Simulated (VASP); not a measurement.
# Pt (P6_3/mmc) in VASP: notebook

The runs below take Pt through single point, relaxation of cell and atoms, with LDA.

Everything below comes from runs of VASP 6.6.1. Logs are shortened: lines on timing, memory, paths and dates and some standing lists are left out, and cuts for length are marked.

### 1 The cell of the first run

Symmetry: P6_3/mmc, No. 194, hexagonal system. The conventional cell has a = 2.710 Å, b = 2.710 Å, c = 4.672 Å, α = 90.00°, β = 90.00°, γ = 120.00°. Within 3.6 Å of Pt (site symmetry -6m2) lie 12 Pt at 2.71 to 2.81 Å.

### 2 Single point, LDA

Input file INCAR:

```
SYSTEM = Pt
PREC = Accurate ; ENCUT = 520
EDIFF = 1E-7 ; ISMEAR = -1
SIGMA = 0.05 ; LREAL = .False.
LASPH = .True. ; NELM = 80
ALGO = Normal ; ISIF = 2
LWAVE = .False. ; LCHARG = .False.
NBANDS = 17
```

Input file KPOINTS:

```
regular mesh
0
Gamma
  10 10 5
  0 0 0
```

Input file POSCAR:

```
Pt
1.0
    2.7097414208      0.0000000000      0.0000000000
   -1.3548707104      2.3467049081      0.0000000000
    0.0000000000      0.0000000000      4.6721139491
Pt
2
Direct
    0.6666666667      0.3333333333      0.7500000000
    0.3333333333      0.6666666667      0.2500000000
```

Potentials or basis: VASP PAW LDA potentials, release 64 (Pt).

Command:

```bash
cat potpaw_LDA.64/Pt/POTCAR > POTCAR
mpirun -np 1 vasp_std > vasp.out
```

OUTCAR:

```text
SYSTEM = Pt
   PREC = Accurate
   ENCUT = 520
   EDIFF = 1E-7
   ISMEAR = -1
   LREAL = .False.
   LASPH = .True.
   NELM = 80
   ISIF = 2

 ion  position               nearest neighbor table
   1  0.667  0.333  0.750-   2 2.81   2 2.81   2 2.81   2 2.81   2 2.81   2 2.81
   2  0.333  0.667  0.250-   1 2.81   1 2.81   1 2.81   1 2.81   1 2.81   1 2.81

  LATTYP: Found a hexagonal cell.
 ALAT       =     2.7097414208
 C/A-ratio  =     1.7241918041

  Lattice vectors:

 A1 = (   2.7097414208,   0.0000000000,   0.0000000000)
 A2 = (  -1.3548707104,   2.3467049081,   0.0000000000)
 A3 = (   0.0000000000,   0.0000000000,   4.6721139491)

Analysis of symmetry for initial positions (statically):
=====================================================================
 Subroutine PRICEL returns:
 Original cell was already a primitive cell.

 Routine SETGRP: Setting up the symmetry group for a
 hexagonal supercell.

 Subroutine GETGRP returns: Found 24 space group operations
 (whereof 12 operations were pure point group operations)
 out of a pool of 24 trial point group operations.

The static configuration has the point symmetry D_3d.
 The point group associated with its full space group is D_6h.

Analysis of symmetry for dynamics (positions and initial velocities):
=====================================================================
 Subroutine PRICEL returns:
 Original cell was already a primitive cell.

 Routine SETGRP: Setting up the symmetry group for a
 hexagonal supercell.

 Subroutine GETGRP returns: Found 24 space group operations
 (whereof 12 operations were pure point group operations)
 out of a pool of 24 trial point group operations.

The dynamic configuration has the point symmetry D_3d.
 The point group associated with its full space group is D_6h.

 Subroutine INISYM returns: Found 24 space group operations
 (whereof 12 operations are pure point group operations),
 and found     1 'primitive' translations

----------------------------------------------------------------------------------------

                                     Primitive cell

  volume of cell :      29.7098

  direct lattice vectors                    reciprocal lattice vectors
     2.709741421  0.000000000  0.000000000     0.369038903  0.213064710  0.000000000
    -1.354870710  2.346704908  0.000000000     0.000000000  0.426129419  0.000000000
     0.000000000  0.000000000  4.672113949     0.000000000  0.000000000  0.214035876

  length of vectors
     2.709741421  2.709741421  4.672113949     0.426129419  0.426129419  0.214035876

  position of ions in fractional coordinates (direct lattice)
     0.666666667  0.333333333  0.750000000
     0.333333333  0.666666667  0.250000000

  ion indices of the primitive-cell ions
   primitive index   ion index
                 1           1
                 2           2

----------------------------------------------------------------------------------------

 KPOINTS: regular mesh

Automatic generation of k-mesh.
 Grid dimensions read from file:
 generate k-points for:   10   10    5

 Generating k-lattice:

  Cartesian coordinates                     Fractional coordinates (reciprocal lattice)
     0.036903890  0.021306471  0.000000000     0.100000000 -0.000000000  0.000000000
     0.000000000  0.042612942  0.000000000     0.000000000  0.100000000  0.000000000
     0.000000000  0.000000000  0.042807175     0.000000000  0.000000000  0.200000000

  Length of vectors
     0.042612942  0.042612942  0.042807175

  Shift w.r.t. Gamma in fractional coordinates (k-lattice)
     0.000000000  0.000000000  0.000000000

 Subroutine IBZKPT returns following result:
 ===========================================

 Found     42 irreducible k-points:

 Following reciprocal coordinates:
            Coordinates               Weight
  0.000000  0.000000  0.000000      1.000000
  0.100000 -0.000000  0.000000      6.000000
  0.200000 -0.000000  0.000000      6.000000
  0.300000  0.000000  0.000000      6.000000
  0.400000 -0.000000  0.000000      6.000000
  0.500000  0.000000  0.000000      3.000000
[... 16 lines left out ...]
  0.300000  0.100000  0.200000     24.000000
  0.400000  0.100000  0.200000     24.000000
 [... further k-points ...]
   k-points           NKPTS =     42   k-points in BZ     NKDIM =     42   number of bands    NBANDS=     17
   number of dos      NEDOS =    301   number of ions     NIONS =      2
   total plane-waves  NPLWV =  14400
   dimension x,y,z NGX =    20 NGY =   20 NGZ =   36
   dimension x,y,z NGXF=    40 NGYF=   40 NGZF=   72
   ions per type =               2
   NGX,Y,Z   is equivalent  to a cutoff of  12.27, 12.27, 12.81 a.u.
   NGXF,Y,Z  is equivalent  to a cutoff of  24.54, 24.54, 25.62 a.u.
 SYSTEM =  Pt
   PREC   = accura    normal or accurate (medium, high low for compatibility)
   ISTART =      0    job   : 0-new  1-cont  2-samecut
   ICHARG =      2    charge: 1-file 2-atom 10-const
   ISPIN  =      1    spin polarized calculation?
   LNONCOLLINEAR =      F non collinear calculations
   LSORBIT =      F    spin-orbit coupling
   LASPH  =      T    aspherical Exc in radial PAW
   ENCUT  =  520.0 eV  38.22 Ry    6.18 a.u.   5.04  5.04  8.69*2*pi/ulx,y,z
   NELM   =     80;   NELMIN=  2; NELMDL= -5     # of ELM steps
   EDIFF  = 0.1E-06   stopping-criterion for ELM
   LREAL  =      F    real-space projection
   EDIFFG = 0.1E-05   stopping-criterion for IOM
   NSW    =      0    number of steps for IOM
   IBRION =     -1    ionic relax: 0-MD 1-quasi-New 2-CG
   NFREE  =      0    steps in history (QN), initial steepest desc. (CG)
   ISIF   =      2    stress and relaxation
   ISYM   =      2    0-nonsym 1-usesym 2-fastsym
   POTIM  = 0.5000    time-step for ionic-motion
   TEBEG  =    0.0;   TEEND  =   0.0 temperature during run
   PSTRESS=    0.0 pullay stress
   NELECT =      20.0000    total number of electrons
   NUPDOWN=      -1.0000    fix difference up-down
   EMIN   =  10.00;   EMAX   =-10.00  energy-range for DOS
   EFERMI =   0.00;   METHOD = LEGACY
   ISMEAR =    -1;   SIGMA  =   0.05  broadening in eV -4-tet -1-fermi 0-gaus
   EFERMI_NEDOS =   21; number of points for ismear=-14 and -15
   IALGO  =     38    algorithm
   IMIX   =      4    mixing-type and parameters
     AMIX     =   0.40;   BMIX     =  1.00
     AMIX_MAG =   1.60;   BMIX_MAG =  1.00
  volume/ion in A,a.u.               =      14.85       100.25
  Fermi-wavevector in a.u.,A,eV,Ry     =   1.434779  2.711339 28.008815  2.058590
  Thomas-Fermi vector in A             =   2.554150
   LORBIT       =      0    0 simple, 1 ext, 2 COOP (PROOUT), +10 PAW based schemes
   GGA     = CA    functional components
   LHFCALC =     F    Hartree Fock is set to
   AEXX    =    0.0000 exact exchange contribution
   IVDW    =     0    specifies the selected vdW correction
   LEPSILON=     F    determine dielectric tensor
   LRPA    =     F    only Hartree local field effects (RPA)
 non-spin polarized calculation
  energy-cutoff  :      520.00
  volume of cell :       29.71
 maximum number of plane-waves:       821
   NGX = 11   NGY = 11   NGZ = 17

 number of electron      20.0000001 magnetization

 Free energy of the ion-electron system (eV)
  ---------------------------------------------------
  ext. energy  EPLUGINS =         0.00000000
  ---------------------------------------------------
  free energy    TOTEN  =       -14.89478060 eV

  energy without entropy =      -14.86803746  energy(sigma->0) =      -14.88140903

 E-fermi :  11.4228     XC(G=0): -13.7709

 val. band max:       11.4107010801   @ k =   0.4000  -0.0000   0.0000
 cond. band min:      11.4445864376   @ k =   0.3000   0.0000   0.0000
 fundamental gap:      0.0338853575
 Fermi energy:        11.4227547533

 k-point     1 :       0.0000    0.0000    0.0000
  band No.  band energies     occupation
      1       1.0157      2.00000
      2       3.7259      2.00000
      3       7.0891      2.00000
      4       7.6162      2.00000
      5       7.6162      2.00000
      6       8.0354      2.00000
[... 9 lines left out ...]
     16      28.6759      0.00000
     17      32.9616      0.00000

 k-point     2 :       0.1000   -0.0000    0.0000
  band No.  band energies     occupation
      1       1.3949      2.00000
      2       4.0710      2.00000
      3       6.9974      2.00000
      4       7.6419      2.00000
      5       7.8714      2.00000
      6       7.9165      2.00000
[... 9 lines left out ...]
     16      29.1627      0.00000
     17      31.2134      0.00000

 k-point     3 :       0.2000   -0.0000    0.0000
  band No.  band energies     occupation
      1       2.4238      2.00000
      2       4.8204      2.00000
      3       6.7343      2.00000
      4       7.2512      2.00000
      5       7.3373      2.00000
      6       8.3323      2.00000
[... 9 lines left out ...]
     16      28.9210      0.00000
     17      29.6515      0.00000

 k-point     4 :       0.3000    0.0000    0.0000
  band No.  band energies     occupation
      1       3.6630      2.00000
      2       4.9234      2.00000
      3       6.0989      2.00000
      4       7.0350      2.00000
      5       7.4287      2.00000
      6       8.2542      2.00000
[... 9 lines left out ...]
     16      26.7369      0.00000
     17      29.0018      0.00000
[... 343 lines left out ...]
      1       3.5611      2.00000
      2       5.3894      2.00000
      3       6.1677      2.00000
      4       6.6224      2.00000
      5       7.1229      2.00000
      6       7.8474      2.00000
[... 9 lines left out ...]
     16      27.7216      0.00000
     17      28.9765      0.00000

 k-point    23 :       0.3000    0.1000    0.2000
  band No.  band energies     occupation
      1       4.3509      2.00000
      2       5.1132      2.00000
      3       5.8259      2.00000
      4       6.5271      2.00000
      5       7.6777      2.00000
      6       8.3561      2.00000
[... 9 lines left out ...]
     16      25.8803      0.00000
     17      27.3666      0.00000

 k-point    24 :       0.4000    0.1000    0.2000
  band No.  band energies     occupation
      1       4.4090      2.00000
      2       4.7827      2.00000
      3       5.8054      2.00000
      4       6.4399      2.00000
      5       7.7014      2.00000
      6       8.6539      2.00000
[... 9 lines left out ...]
     16      24.6503      0.00000
     17      25.9230      0.00000

 [... further k-points ...]
[... 5 lines left out ...]
  --------------------------------------------------------------------------------------
  -------------------------------------------------------------------------------------
  Total        0.1784218      0.1784218      0.0715593     -0.0000000      0.0000000      0.0000000
  in kB        9.6218559      9.6218559      3.8590201     -0.0000000      0.0000000      0.0000000
  external PRESSURE =       7.7009106 kB  Pullay stress =       0.0000000 kB

 VOLUME and BASIS-vectors are now :
 -----------------------------------------------------------------------------
  energy-cutoff  :      520.00
  volume of cell :       29.71
      direct lattice vectors                 reciprocal lattice vectors
     2.709741421  0.000000000  0.000000000     0.369038903  0.213064710  0.000000000
    -1.354870710  2.346704908  0.000000000     0.000000000  0.426129419  0.000000000
     0.000000000  0.000000000  4.672113949     0.000000000  0.000000000  0.214035876

 POSITION                                       TOTAL-FORCE (eV/Angst)
 -----------------------------------------------------------------------------------
      1.35487      0.78223      3.50409        -0.000000      0.000000      0.000000
     -0.00000      1.56447      1.16803         0.000000     -0.000000      0.000000
 -----------------------------------------------------------------------------------
    total drift:                               -0.000000      0.000000     -0.000000

  FREE ENERGIE OF THE ION-ELECTRON SYSTEM (eV)
  ---------------------------------------------------
  free  energy   TOTEN  =       -14.8947805969 eV

  energy  without entropy=      -14.8680374627  energy(sigma->0) =      -14.88140903
```

Wall time 10 s (1 thread of Intel Xeon Platinum 8488C (Sapphire Rapids), shared host); peak memory 0.13 GiB.

Results:

```
Free energy            : -14.8948 eV
Pressure               : 0.8 GPa
Band gap on the k mesh : zero (band 10 reaches 11.95 eV, above the bottom of band 11 at 10.69 eV)
```

Stress tensor (GPa, compression positive):
```
0.96 0.00 0.00
0.00 0.96 0.00
0.00 0.00 0.39
```

Caveat: spin-orbit coupling is left out, which moves the levels of the heavy elements.

### 3 Relaxation of cell and atoms, LDA

This run uses another cell than the first one, of 15.81 Å³/atom, 1.065 times its volume.

Input file INCAR:

```
SYSTEM = Pt
PREC = Accurate
ENCUT = 600
EDIFF = 1E-6
ISMEAR = -1
SIGMA = 0.05
LREAL = .FALSE.
LASPH = .TRUE.
NELM = 60
ALGO = Normal
ISIF = 3
LWAVE = .FALSE.
LCHARG = .FALSE.
IBRION = 2
NSW = 80
EDIFFG = -0.03
```

Input file KPOINTS:

```
Automatic mesh
0
G
  10 10 5
  0 0 0
```

Input file POSCAR:

```
Pt
1.0
    2.7606656200      0.0000000000      0.0000000000
   -1.3803328100      2.3908065500      0.0000000000
    0.0000000000      0.0000000000      4.7921340000
Pt
2
Direct
    0.6666666689      0.3333333305      0.7500000000
    0.3333333311      0.6666666695      0.2500000000
```

Potentials or basis: VASP PAW LDA potentials, release 64 (Pt).

Command:

```bash
cat potpaw_LDA.64/Pt/POTCAR > POTCAR
mpirun -np 1 vasp_std > vasp.out
```

Run time: 47 s. Hardware: 1 thread of Intel Xeon Platinum 8488C (Sapphire Rapids), shared host; peak memory 0.15 GiB.

It converged, with:

```
Free energy                            : -14.8954 eV
Relaxed volume                         : 14.89 Å³/atom
Relaxed cell                           : a = 2.713 Å, b = 2.713 Å, c = 4.672 Å, α = 90.00°, β = 90.00°, γ = 120.00°
Space group after relaxing (to 0.05 Å) : P6_3/mmc (No. 194)
Energy gained by relaxing              : 46.4 meV/atom
Ionic steps                            : 6
Pressure after relaxing                : 0.1 GPa
Band gap on the k mesh                 : zero (band 10 reaches 11.89 eV, above the bottom of band 11 at 10.65 eV)
```

Stress tensor (GPa, compression positive):
```
0.16 0.00 0.00
0.00 0.16 0.00
0.00 0.00 0.00
```

Step by step:
```tsv
step	energy change (eV)	largest force (eV/Å)	pressure (GPa)	volume (Å³)
1	0.0000	0.0000	-15.20	31.63
2	0.8418	0.0000	77.73	25.25
3	-0.0912	0.0000	-1.13	29.93
4	-0.0915	0.0000	-0.29	29.84
5	-0.0916	0.0000	0.03	29.81
6	-0.0927	0.0000	0.10	29.78
```

Final structure:
```
Pt
1.0
     2.71324    0.00000    0.00000
    -1.35662    2.34973    0.00000
     0.00000    0.00000    4.67180
Pt
2
Direct
  0.66667 0.33333 0.75000
  0.33333 0.66667 0.25000
```

Levels at points of the mesh, in eV from the Fermi level:
```csv
k point,band 7,band 8,band 9,band 10,band 11,band 12,band 13,band 14
"(0.00, 0.00, 0.00)",-3.37,-2.05,-2.05,-0.94,-0.25,-0.25,5.16,14.94
"(0.50, 0.00, 0.00)",-2.94,0.05,0.28,0.52,2.36,3.91,7.54,9.15
```

Caveat: spin-orbit coupling is left out, which moves the levels of the heavy elements.
